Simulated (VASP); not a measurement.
# BAs (I-4m2) in VASP: settings compared, part 2 of 2

VASP 6.6.1. Earlier steps stand in the parts before.

### Step 3. Single point, PBE (uniaxial y strain +0.5%)

Input file INCAR:

```
PREC = Accurate
ENCUT = 520
EDIFF = 1E-6
ISMEAR = -1
SIGMA = 0.02
LREAL = F
LASPH = T
NELM = 100
ALGO = Normal
ISIF = 2
LWAVE = F
LCHARG = T
GGA = PE
LELF = T
LVHAR = T
NBANDS = 11
```

Input file KPOINTS:

```
Automatic mesh
0
Gamma
  10 10 10
```

Input file POSCAR:

```
BAs
1.0
    0.0000000000      2.4028725035      2.3918699019
    2.3918699019      0.0000000000      2.3918699019
    2.3918699019      2.4028725035      0.0000000000
B As
1 1
Direct
    0.0000000000      0.0000000000      0.0000000000
    0.2500000000      0.2500000000      0.2500000000
```

Potentials or basis: VASP PAW PBE potentials, release 64 (B, As).

Run with:

```sh
> cat potpaw_PBE.64/B/POTCAR potpaw_PBE.64/As/POTCAR > POTCAR
> mpirun -np 1 vasp_std > vasp.out
```

OUTCAR:

```text
PREC = Accurate
   ENCUT = 520
   EDIFF = 1E-6
   ISMEAR = -1
   LREAL = F
   LASPH = T
   NELM = 100
   ISIF = 2
   GGA = PE

 ion  position               nearest neighbor table
   1  0.000  0.000  0.000-   2 2.07   2 2.07   2 2.07   2 2.07
   2  0.250  0.250  0.250-   1 2.07   1 2.07   1 2.07   1 2.07

  LATTYP: Found a body centered tetragonal cell.
 ALAT       =     3.3826148547
 C/A-ratio  =     1.4207189448

  Lattice vectors:

 A1 = (   0.0000000000,  -2.4028725035,   2.3918699019)
 A2 = (   0.0000000000,  -2.4028725035,  -2.3918699019)
 A3 = (   2.3918699019,   2.4028725035,   0.0000000000)

Analysis of symmetry for initial positions (statically):
=====================================================================
 Subroutine PRICEL returns:
 Original cell was already a primitive cell.

 Routine SETGRP: Setting up the symmetry group for a
 body centered tetragonal supercell.

 Subroutine GETGRP returns: Found  8 space group operations
 (whereof  8 operations were pure point group operations)
 out of a pool of 16 trial point group operations.

The static configuration has the point symmetry D_2d.

Analysis of symmetry for dynamics (positions and initial velocities):
[... 163 lines left out ...]
 fundamental gap:      1.1499667610
 Fermi energy:         6.5144350871

 k-point     1 :       0.0000    0.0000    0.0000
  band No.  band energies     occupation
      1      -9.2917      2.00000
      2       5.9997      2.00000
      3       6.0442      2.00000
      4       6.0442      2.00000
      5       9.2851      0.00000
      6       9.2851      0.00000
      7       9.3147      0.00000
      8      10.6040      0.00000
      9      15.5695      0.00000
     10      18.8807      0.00000
     11      19.0068      0.00000
[... 309 lines left out ...]
 k-point    24 :       0.4000    0.3000    0.0000
  band No.  band energies     occupation
      1      -6.6647      2.00000
      2      -0.3939      2.00000
      3       2.0831      2.00000
      4       2.5620      2.00000
      5       7.7108      0.00000
      6       9.4095      0.00000
      7      14.7937      0.00000
      8      15.0494      0.00000
      9      18.0198      0.00000
     10      21.7327      0.00000
     11      21.8438      0.00000

 [... further k-points ...]
[... 5 lines left out ...]
  --------------------------------------------------------------------------------------
  -------------------------------------------------------------------------------------
  Total        0.4246718      0.2624707      0.4246718      0.0000000      0.0000000      0.0000000
  in kB       24.7473220     15.2952174     24.7473220      0.0000000      0.0000000      0.0000000
  external PRESSURE =      21.5966205 kB  Pullay stress =       0.0000000 kB

 VOLUME and BASIS-vectors are now :
 -----------------------------------------------------------------------------
  energy-cutoff  :      520.00
  volume of cell :       27.49
      direct lattice vectors                 reciprocal lattice vectors
     0.000000000  2.402872503  2.391869902    -0.209041470  0.208084282  0.209041470
     2.391869902  0.000000000  2.391869902     0.209041470 -0.208084282  0.209041470
     2.391869902  2.402872503  0.000000000     0.209041470  0.208084282 -0.209041470

 POSITION                                       TOTAL-FORCE (eV/Angst)
 -----------------------------------------------------------------------------------
      0.00000      0.00000      0.00000         0.000000      0.000000      0.000000
      1.19593      1.20144      1.19593         0.000000      0.000000     -0.000000
 -----------------------------------------------------------------------------------
    total drift:                               -0.000000     -0.000000     -0.000000

  FREE ENERGIE OF THE ION-ELECTRON SYSTEM (eV)
  ---------------------------------------------------
  free  energy   TOTEN  =       -11.4104130923 eV

  energy  without entropy=      -11.4104130923  energy(sigma->0) =      -11.41041309
```

Run time: 61 s. Hardware: 1 thread of Intel Xeon 8259CL, shared host; peak memory 0.18 GiB.

What came out:

```yaml
Free_energy: -11.4104 eV
Pressure: 2.2 GPa
Band_gap_on_the_k_mesh: 1.15 eV, indirect (least direct gap 3.24 eV)
```

Caveat: the cell differs from its parent crystal (uniaxial y strain +0.5%). A k mesh can miss the band edges.

### Step 4. Single point, PBE (uniaxial z strain +5.1%)

Input file INCAR:

```
SYSTEM = BAs
ALGO = Normal
EDIFF = 1E-7
ENCUT = 520
GGA = PE
ISIF = 2
ISMEAR = -1
LASPH = .True.
LCHARG = .False.
LREAL = .False.
LWAVE = .False.
NBANDS = 11
NELM = 100
PREC = Accurate
SIGMA = 0.02
```

Input file KPOINTS:

```
k-points
0
Gamma
  10 10 10
  0 0 0
```

Input file POSCAR:

```
BAs
1.0
    0.0000000000      2.3918699019      2.5143336409
    2.3918699019      0.0000000000      2.5143336409
    2.3918699019      2.3918699019      0.0000000000
B As
1 1
Direct
    0.0000000000      0.0000000000      0.0000000000
    0.2500000000      0.2500000000      0.2500000000
```

Run with:

```sh
> cat potpaw_PBE.64/B/POTCAR potpaw_PBE.64/As/POTCAR > POTCAR
> mpirun -np 1 vasp_std > vasp.out
```

Wall time 55 s (1 thread of Intel Xeon 8259CL, shared host); peak memory 0.18 GiB.

The run converged. Its results:

| Property | Result |
| --- | --- |
| Free energy | -11.3734 eV |
| Pressure | -3.7 GPa |
| Band gap on the k mesh | 0.87 eV, indirect (least direct gap 2.95 eV) |

Stress tensor (GPa, compression positive):
```
 -0.16   0.00   0.00
  0.00  -0.16   0.00
  0.00   0.00 -10.65
```

Levels at points of the mesh, in eV from the valence-band top:
| k point | band 1 | band 2 | band 3 | band 4 | band 5 | band 6 | band 7 | band 8 |
| --- | --- | --- | --- | --- | --- | --- | --- | --- |
| (0.00, 0.00, 0.00) | -15.08 | -0.49 | 0.00 | 0.00 | 2.95 | 2.95 | 3.27 | 3.81 |
| (0.50, 0.00, 0.00) | -12.40 | -8.56 | -2.18 | -1.60 | 2.09 | 4.50 | 4.74 | 8.61 |
| (0.50, 0.50, 0.00) | -11.42 | -8.64 | -3.71 | -3.71 | 1.70 | 1.73 | 10.63 | 10.63 |
| (0.50, 0.00, 0.50) | -11.04 | -8.27 | -4.20 | -4.12 | 1.13 | 1.16 | 10.30 | 10.93 |

Caveat: the cell differs from its parent crystal (uniaxial z strain +5.1%).

### Step 5. Single point, r2SCAN (epitaxial xy strain -1.1%)

Input file POSCAR:

```
BAs
1.0
    0.0000000000      2.3646025850      2.4045142790
    2.3646025850      0.0000000000      2.4045142790
    2.3646025850      2.3646025850      0.0000000000
B As
1 1
Direct
    0.0000000000      0.0000000000      0.0000000000
    0.2500000000      0.2500000000      0.2500000000
```

Input file INCAR.step1:

```
SYSTEM = BAs
  PREC = Accurate
  ENCUT = 520
  ISMEAR = 0
  SIGMA = 0.01
  LREAL = .FALSE.
  LASPH = .TRUE.
  NELM = 80
  NBANDS = 11
  GGA = PE
  ALGO = Normal
  EDIFF = 1E-4
  LWAVE = .TRUE.
  LCHARG = .FALSE.
```

Input file INCAR.step2:

```
SYSTEM = BAs
  PREC = Accurate
  ENCUT = 520
  EDIFF = 1E-7
  ISMEAR = 0
  SIGMA = 0.01
  LREAL = .FALSE.
  LASPH = .TRUE.
  NELM = 80
  ALGO = Normal
  ISIF = 2
  LWAVE = .FALSE.
  LCHARG = .TRUE.
  METAGGA = R2SCAN
  LMIXTAU = .TRUE.
  LELF = .TRUE.
  LVHAR = .TRUE.
  NBANDS = 11
  ISTART = 1
```

Input file KPOINTS:

```
regular mesh
0
G
  10 10 10
  0 0 0
```

Run with:

```sh
> cat potpaw_PBE.64/B/POTCAR potpaw_PBE.64/As/POTCAR > POTCAR
> cp INCAR.step1 INCAR
> mpirun -np 1 vasp_std > vasp.out
> cp INCAR.step2 INCAR
> mpirun -np 1 vasp_std > vasp.out
```

Wall time 4.2 min (1 thread of Intel Xeon 8259CL, shared host); peak memory 0.19 GiB.

It converged, with:

```yaml
Free_energy: -22.2477 eV
Pressure: 2.9 GPa
Band_gap_on_the_k_mesh: 1.22 eV, indirect (least direct gap 3.36 eV)
```

Stress tensor (GPa, compression positive):
```
4.17 0.00 0.00
0.00 4.17 0.00
0.00 0.00 0.29
```

Levels at points of the mesh, in eV from the valence-band top:
| k point | band 2 | band 3 | band 4 | band 5 | band 6 | band 7 |
| --- | --- | --- | --- | --- | --- | --- |
| (0.00, 0.00, 0.00) | -0.18 | 0.00 | 0.00 | 3.36 | 3.36 | 3.48 |
| (0.50, 0.00, 0.00) | -9.40 | -2.13 | -1.91 | 2.98 | 4.96 | 5.08 |
| (0.50, 0.50, 0.00) | -9.30 | -4.32 | -4.32 | 1.67 | 1.78 | 12.22 |
| (0.50, 0.00, 0.50) | -9.15 | -4.50 | -4.47 | 1.47 | 1.55 | 12.09 |

Caveat: the cell differs from its parent crystal (epitaxial xy strain -1.1%); the PAW data sets were made with another functional, which shifts forces and pressure a little. A k mesh can miss the band edges.

### Step 6. Overview

```tsv
level	cell	smearing	gap on the mesh (eV)	pressure (GPa)
PBE	a = 3.372, b = 3.372, c = 3.344 Å, angles 60.3, 60.3, 59.4°, 2 atoms	fermi-dirac 0.02 eV	1.03	5.4
PBE	a = 3.390, b = 3.383 Å, angles 60.1, 59.8, 60.1°, 2 atoms	fermi-dirac 0.02 eV	1.15	2.2
PBE	a = 3.470, b = 3.470, c = 3.383 Å, angles 60.8, 60.8, 58.3°, 2 atoms	fermi-dirac 0.02 eV	0.87	-3.7
r2SCAN	a = 3.372, b = 3.372, c = 3.344 Å, angles 60.3, 60.3, 59.4°, 2 atoms	gaussian 0.01 eV	1.22	2.9
```

Alike in all rows: task single point; potentials or basis VASP PAW PBE potentials, release 64 (B, As); no spin polarisation; k mesh 10 × 10 × 10; cutoff (eV) 520.

Caveats: the PAW data sets were made with another functional, which shifts forces and pressure a little (some runs).

Absolute energies hang on the potentials; compare differences alone.
